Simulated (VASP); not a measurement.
Set up this calculation in VASP 6.6.1, as the native input.

```
Task                   : relaxation of cell and atoms
Functional             : PBE
Potentials or basis    : VASP PAW PBE potentials, release 64 (Sb_d_GW)
Cutoff                 : 500 eV
k mesh                 : 6 × 6 × 2
Occupations            : gaussian, width 0.1 eV
Spin                   : no spin polarisation
Dipole correction      : no
Further INCAR settings : ALGO = Normal; EDIFF = 1e-07; IBRION = 2; EDIFFG = -0.04; NSW = 90; ISIF = 3
```

The structure of Sb lies in POSCAR:

```
Sb
1.0
    3.2776889962     -2.1663016867      0.0000000000
    3.2776889962      2.1663016867      0.0000000000
    0.0000000000      0.0000000000      8.8368844612
Sb
4
Direct
    0.8500000000      0.1500000000      0.1170000000
    0.6500000000      0.3500000000      0.6170000000
    0.1500000000      0.8500000000      0.8830000000
    0.3500000000      0.6500000000      0.3830000000
```

One way to write it, as run:

INCAR

```
SYSTEM = Sb
ALGO     = Normal         ! electronic algorithm
EDIFF    = 1E-7           ! SCF threshold, eV
EDIFFG   = -0.04          ! ionic threshold
ENCUT    = 500            ! plane-wave cutoff, eV
GGA      = PE             ! functional
GGA_COMPAT= .False.      
IBRION   = 2              ! ionic algorithm
ISIF     = 3              ! what is computed and relaxed
ISMEAR   = 0              ! smearing method
LASPH    = .True.         ! aspherical terms in the spheres
LCHARG   = .False.        ! write CHGCAR
LREAL    = .False.        ! projectors in reciprocal space
LWAVE    = .False.        ! write WAVECAR
NELM     = 120            ! most SCF steps
NELMIN   = 4            
NSW      = 90             ! ionic steps
PREC     = Accurate       ! precision mode
SIGMA    = 0.1            ! smearing width, eV
```

KPOINTS

```
k-points
0
Gamma
  6 6 2
  0 0 0
```

Potentials or basis: VASP PAW PBE potentials, release 64 (Sb_d_GW).

Run with:

```console
$ cat potpaw_PBE.64/Sb_d_GW/POTCAR > POTCAR
$ mpirun -np 1 vasp_std > vasp.out
```

It gave:

| Quantity | Value |
| --- | --- |
| Relaxed volume | 28.86 Å³/atom |
| Relaxed cell | a = 3.378 Å, b = 3.378 Å, c = 10.722 Å, α = 90.00°, β = 90.00°, γ = 70.60° |
| Space group after relaxing (to 0.1 Å) | Cmce (No. 64) |
| Energy gained by relaxing | 618.4 meV/atom |
| Ionic steps | 16 |
| Pressure after relaxing | -0.1 GPa |
| Largest force after relaxing | 0.034 eV/Å |
| Band gap on the k mesh | zero (bands 30 and 31 overlap by 5.09 eV) |

Caveat: a cell axis changed by over 15 % at a fixed basis, so the end point is rough; spin-orbit coupling is left out, which moves the levels of the heavy elements.

Run time: 28 min on 1 thread of Intel(R) Xeon(R) Platinum 8259CL CPU @ 2.50GHz (Skylake/Cascade Lake), with other jobs on the host, peak memory 0.31 GiB.
